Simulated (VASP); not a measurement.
# MoSe (Fm-3m) in VASP: notebook

The runs below take MoSe through single point, relaxation of cell and atoms, with PBE+U.

Everything below comes from runs of VASP 6.6.1. Logs are shortened: lines on timing, memory, paths and dates and some standing lists are left out, and cuts for length are marked.

## Step 1: The cell of the first run

The structure is cubic, space group Fm-3m (No. 225). The conventional cell has a = 5.716 Å, b = 5.716 Å, c = 5.716 Å, α = 90.00°, β = 90.00°, γ = 90.00°. Mo (site symmetry m-3m) has 6 Se at 2.86 Å within 3.8 Å. Se (site symmetry m-3m) has 6 Mo at 2.86 Å within 3.8 Å.

## Step 2: Single point, PBE+U, collinear spin

The input, INCAR:

```
ALGO = Normal
EDIFF = 1E-6
ENCUT = 500
GGA = PE
GGA_COMPAT = F
ISIF = 2
ISMEAR = 0
ISPIN = 2
LASPH = T
LCHARG = F
LDAU = T
LDAUJ = 0 0
LDAUL = 2 -1
LDAUPRINT = 1
LDAUTYPE = 2
LDAUU = 4.38 0
LMAXMIX = 4
LORBIT = 11
LREAL = F
LWAVE = F
MAGMOM = 2.79 0
NBANDS = 21
NELM = 200
PREC = Accurate
SIGMA = 0.1
```

The input, KPOINTS:

```
k-points
0
Gamma
  6 6 6
```

The input, POSCAR:

```
MoSe
1.0
    0.0000000000      2.8582358438      2.8582358438
    2.8582358438      0.0000000000      2.8582358438
    2.8582358438      2.8582358438      0.0000000000
Mo Se
1 1
Direct
    0.0000000000      0.0000000000      0.0000000000
    0.5000000000      0.5000000000      0.5000000000
```

Potentials or basis: VASP PAW PBE potentials, release 64 (Mo_sv, Se).

Run with:

```console
> cat potpaw_PBE.64/Mo_sv/POTCAR potpaw_PBE.64/Se/POTCAR > POTCAR
> mpirun -np 1 vasp_std > vasp.out
```

OUTCAR:

```text
EDIFF = 1E-6
   ENCUT = 500
   GGA = PE
   ISIF = 2
   ISMEAR = 0
   ISPIN = 2
   LASPH = T
   LORBIT = 11
   LREAL = F
   NELM = 200
   PREC = Accurate

 ion  position               nearest neighbor table
   1  0.000  0.000  0.000-   2 2.86   2 2.86   2 2.86   2 2.86   2 2.86   2 2.86
   2  0.500  0.500  0.500-   1 2.86   1 2.86   1 2.86   1 2.86   1 2.86   1 2.86

  LATTYP: Found a face centered cubic cell.
 ALAT       =     5.7164716876

  Lattice vectors:

 A1 = (   0.0000000000,   2.8582358438,   2.8582358438)
 A2 = (   2.8582358438,   0.0000000000,   2.8582358438)
 A3 = (   2.8582358438,   2.8582358438,   0.0000000000)

Analysis of symmetry for initial positions (statically):
=====================================================================
 Subroutine PRICEL returns:
 Original cell was already a primitive cell.

 Routine SETGRP: Setting up the symmetry group for a
 face centered cubic supercell.

 Subroutine GETGRP returns: Found 48 space group operations
 (whereof 48 operations were pure point group operations)
 out of a pool of 48 trial point group operations.

The static configuration has the point symmetry O_h .

Analysis of symmetry for dynamics (positions and initial velocities):
=====================================================================
 Subroutine PRICEL returns:
 Original cell was already a primitive cell.

 Routine SETGRP: Setting up the symmetry group for a
 face centered cubic supercell.

 Subroutine GETGRP returns: Found 48 space group operations
 (whereof 48 operations were pure point group operations)
 out of a pool of 48 trial point group operations.

The dynamic configuration has the point symmetry O_h .

Analysis of structural, dynamic, and magnetic symmetry:
=====================================================================
 Subroutine PRICEL returns:
 Original cell was already a primitive cell.

[... 166 lines left out ...]
  o =  0.0782  v =  0.0000  0.0000  0.0000  0.0000  0.0000  0.0000 -0.0000  0.1354  0.0000  0.9908      0.0000  0.0000  0.0000  0.0000  0.0000  0.0000  0.0000  0.0000  0.0000  0.0000
  o =  0.0782  v =  0.0000  0.0000  0.0000  0.0000  0.0000 -0.0000  0.0000 -0.9908  0.0000  0.1354      0.0000  0.0000  0.0000  0.0000  0.0000  0.0000  0.0000  0.0000  0.0000  0.0000
  o =  0.6049  v =  0.0000 -0.0000 -0.9998 -0.0000  0.0176  0.0000  0.0000  0.0000  0.0000  0.0000      0.0000  0.0000  0.0000  0.0000  0.0000  0.0000  0.0000  0.0000  0.0000  0.0000
  o =  0.6049  v =  0.0000 -0.0000  0.0176 -0.0000  0.9998  0.0000  0.0000  0.0000  0.0000  0.0000      0.0000  0.0000  0.0000  0.0000  0.0000  0.0000  0.0000  0.0000  0.0000  0.0000
  o =  0.8502  v =  1.0000  0.0000  0.0000  0.0000  0.0000  0.0000  0.0000  0.0000  0.0000  0.0000      0.0000  0.0000  0.0000  0.0000  0.0000  0.0000  0.0000  0.0000  0.0000  0.0000
  o =  0.8502  v =  0.0000 -0.9763 -0.0000  0.2162 -0.0000  0.0000  0.0000  0.0000  0.0000  0.0000      0.0000  0.0000  0.0000  0.0000  0.0000  0.0000  0.0000  0.0000  0.0000  0.0000
  o =  0.8502  v =  0.0000 -0.2162  0.0000 -0.9763 -0.0000  0.0000  0.0000  0.0000  0.0000  0.0000      0.0000  0.0000  0.0000  0.0000  0.0000  0.0000  0.0000  0.0000  0.0000  0.0000

 number of electron      19.9999998 magnetization       3.9989376

 Free energy of the ion-electron system (eV)
  ---------------------------------------------------
  ext. energy  EPLUGINS =         0.00000000
  ---------------------------------------------------
  free energy    TOTEN  =       -10.38571790 eV

  energy without entropy =      -10.38175034  energy(sigma->0) =      -10.38373412

 E-fermi :   6.3706     XC(G=0): -10.2211

 val. band max:        6.2975134339   @ k =   0.5000   0.3333   0.0000
 cond. band min:       6.4418986546   @ k =  -0.3333   0.1667   0.0000
 fundamental gap:      0.1443852207
 Fermi energy:         6.3706351373

 spin component 1

 k-point     1 :       0.0000    0.0000    0.0000
  band No.  band energies     occupation
      1     -55.4342      1.00000
      2     -29.6559      1.00000
      3     -29.6559      1.00000
      4     -29.6559      1.00000
      5      -7.7720      1.00000
      6       3.0997      1.00000
[... 373 lines left out ...]
     20      19.7596      0.00000
     21      21.8788      0.00000
 Fermi energy:         6.3706351373

 spin component 2

 k-point     1 :       0.0000    0.0000    0.0000
  band No.  band energies     occupation
      1     -53.1264      1.00000
      2     -27.0806      1.00000
      3     -27.0806      1.00000
      4     -27.0806      1.00000
      5      -7.7446      1.00000
      6       4.4871      1.00000
[... 373 lines left out ...]
     20      19.7187      0.00000
     21      22.8531      0.00000

------------------------ aborting loop because EDIFF is reached ----------------------------------------

  FORCE on cell =-STRESS in cart. coord.  units (eV):
  Direction    XX          YY          ZZ          XY          YZ          ZX
  --------------------------------------------------------------------------------------
  -------------------------------------------------------------------------------------
  Total       -0.2543685     -0.2543685     -0.2543685     -0.0000000     -0.0000000      0.0000000
  in kB       -8.7266953     -8.7266953     -8.7266953     -0.0000000     -0.0000000      0.0000000
  external PRESSURE =      -8.7266953 kB  Pullay stress =       0.0000000 kB

 VOLUME and BASIS-vectors are now :
 -----------------------------------------------------------------------------
  energy-cutoff  :      500.00
  volume of cell :       46.70
      direct lattice vectors                 reciprocal lattice vectors
     0.000000000  2.858235844  2.858235844    -0.174933080  0.174933080  0.174933080
     2.858235844  0.000000000  2.858235844     0.174933080 -0.174933080  0.174933080
     2.858235844  2.858235844  0.000000000     0.174933080  0.174933080 -0.174933080

 POSITION                                       TOTAL-FORCE (eV/Angst)
 -----------------------------------------------------------------------------------
      0.00000      0.00000      0.00000         0.000000      0.000000      0.000000
      2.85824      2.85824      2.85824        -0.000000     -0.000000     -0.000000
 -----------------------------------------------------------------------------------
    total drift:                               -0.000000      0.000000      0.000000

  FREE ENERGIE OF THE ION-ELECTRON SYSTEM (eV)
  ---------------------------------------------------
  free  energy   TOTEN  =       -10.3857179027 eV

  energy  without entropy=      -10.3817503439  energy(sigma->0) =      -10.38373412

 total charge

# of ion       s       p       d       tot
------------------------------------------
    1        2.189   6.045   3.925  12.159
    2        1.450   2.369   0.034   3.853
--------------------------------------------------
tot          3.639   8.414   3.959  16.012

 magnetization (x)

# of ion       s       p       d       tot
------------------------------------------
    1        0.067   0.027   3.531   3.626
    2        0.015  -0.150   0.028  -0.107
--------------------------------------------------
tot          0.082  -0.123   3.559   3.519
```

It took 48 s on 1 thread of Intel Xeon 8259CL, shared host; peak memory 0.19 GiB.

Results:

- Free energy: -10.3857 eV
- Pressure: -0.9 GPa
- Band gap on the k mesh: zero (filled and empty bands overlap)
- Net moment: 4.00 μB per cell
- Site moments: Mo +3.63; Se -0.11 μB
- Valence electrons inside the program's atomic spheres: Mo 12.16; Se 3.85

Eigenvalues of the final occupation matrices:
| site | spin | trace | eigenvalues |
| --- | --- | --- | --- |
| site 1 d | 1 | 3.76 | 0.60 0.60 0.85 0.85 0.85 |
| site 1 d | 2 | 0.20 | 0.01 0.01 0.01 0.08 0.08 |

## Step 3: Relaxation of cell and atoms, PBE+U, collinear spin

This run uses another cell than the first one, of 16.56 Å³/atom.

The input, INCAR:

```
SYSTEM = MoSe
ALGO     = Normal         ! electronic algorithm
EDIFF    = 1E-7           ! SCF threshold, eV
EDIFFG   = -0.05          ! ionic threshold
ENCUT    = 500            ! plane-wave cutoff, eV
GGA      = PE             ! functional
GGA_COMPAT= .FALSE.      
IBRION   = 2              ! ionic algorithm
ISIF     = 3              ! what is computed and relaxed
ISMEAR   = 0              ! smearing method
ISPIN    = 2              ! spin polarisation
LASPH    = .TRUE.         ! aspherical terms in the spheres
LCHARG   = .FALSE.        ! write CHGCAR
LDAU     = .TRUE.         ! DFT+U
LDAUJ    = 0 0          
LDAUL    = 2 -1           ! shell
LDAUPRINT= 1            
LDAUTYPE = 2            
LDAUU    = 4.38 0         ! U, eV
LMAXMIX  = 4              ! l up to which the mixer works
LORBIT   = 11             ! projections on sites
LREAL    = .FALSE.        ! projectors in reciprocal space
LWAVE    = .FALSE.        ! write WAVECAR
MAGMOM   = 2.79 0         ! initial moments
NELM     = 200            ! most SCF steps
NELMIN   = 4            
NSW      = 100            ! ionic steps
PREC     = Accurate       ! precision mode
SIGMA    = 0.1            ! smearing width, eV
```

The input, KPOINTS:

```
k-points
0
G
  6 6 6
  0 0 0
```

The input, POSCAR:

```
MoSe
1.0
    0.0000000000      2.5490353640      2.5490353640
    2.5490353640      0.0000000000      2.5490353640
    2.5490353640      2.5490353640      0.0000000000
Mo Se
1 1
Direct
    0.0000000000      0.0000000000      0.0000000000
    0.5000000000      0.5000000000      0.5000000000
```

Potentials or basis: VASP PAW PBE potentials, release 64 (Mo_sv, Se).

Run with:

```console
> cat potpaw_PBE.64/Mo_sv/POTCAR potpaw_PBE.64/Se/POTCAR > POTCAR
> mpirun -np 1 vasp_std > vasp.out
```

Run time: 2.8 min. Hardware: 1 thread of Intel Xeon 8259CL, shared host; peak memory 0.18 GiB.

The run converged. Its results:

| Property | Result |
| --- | --- |
| Free energy | -10.3732 eV |
| Relaxed volume | 22.93 Å³/atom |
| Relaxed cell | a = 4.018 Å, b = 4.018 Å, c = 4.018 Å, α = 60.00°, β = 60.00°, γ = 60.00° |
| Space group after relaxing (to 0.1 Å) | Fm-3m (No. 225) |
| Energy gained by relaxing | 544.8 meV/atom |
| Ionic steps | 4 |
| Pressure after relaxing | -0.1 GPa |
| Band gap on the k mesh | zero (filled and empty bands overlap) |
| Net moment | -3.99 μB per cell |
| Site moments | Mo -3.61; Se +0.10 μB |
| Valence electrons inside the program's atomic spheres | Mo 12.17; Se 3.86 |

Step by step:
| step | energy change (eV) | largest force (eV/Å) | pressure (GPa) | volume (Å³) |
| --- | --- | --- | --- | --- |
| 1 | 0.0000 | 0.0000 | 36.08 | 33.13 |
| 2 | -0.8167 | 0.0000 | -8.67 | 54.42 |
| 3 | -1.0888 | 0.0000 | 0.60 | 45.39 |
| 4 | -1.0896 | 0.0000 | -0.07 | 45.86 |

Final structure:
```
CELL_PARAMETERS angstrom
0.00000 2.84091 2.84091
2.84091 0.00000 2.84091
2.84091 2.84091 0.00000
ATOMIC_POSITIONS crystal
Mo 0.00000 0.00000 0.00000
Se 0.50000 0.50000 0.50000
```

Levels at points of the mesh, in eV from the Fermi level:
Spin up:
| k point | band 5 | band 6 | band 7 | band 8 | band 9 | band 10 | band 11 | band 12 |
| --- | --- | --- | --- | --- | --- | --- | --- | --- |
| (0.00, 0.00, 0.00) | -14.24 | -1.94 | -1.94 | -1.94 | 1.71 | 1.71 | 1.71 | 1.77 |
| (0.50, 0.00, 0.00) | -13.40 | -5.77 | -3.39 | -3.39 | 2.96 | 3.62 | 3.62 | 3.66 |
| (0.50, 0.50, 0.00) | -13.44 | -4.88 | -3.05 | -3.05 | 0.01 | 2.54 | 2.72 | 3.85 |
Spin down:
```csv
k point,band 8,band 9,band 10,band 11,band 12,band 13,band 14,band 15
"(0.00, 0.00, 0.00)",-3.35,-2.14,-2.14,-1.90,-1.90,-1.90,0.65,9.68
"(0.50, 0.00, 0.00)",-4.82,-2.31,-2.31,-1.76,2.22,2.47,2.47,5.48
"(0.50, 0.50, 0.00)",-3.16,-3.16,-2.14,-2.14,-1.64,-0.44,1.09,7.02
```

Eigenvalues of the final occupation matrices:
```tsv
site	spin	trace	eigenvalues
site 1 d	1	0.21	0.02 0.02 0.02 0.08 0.08
site 1 d	2	3.76	0.60 0.60 0.85 0.85 0.85
```

Caveat: the electronic state changed during the relaxation; the volume moved by over 15 % at a fixed basis, so the end points are rough.

(Continued in part 2 of 2.)
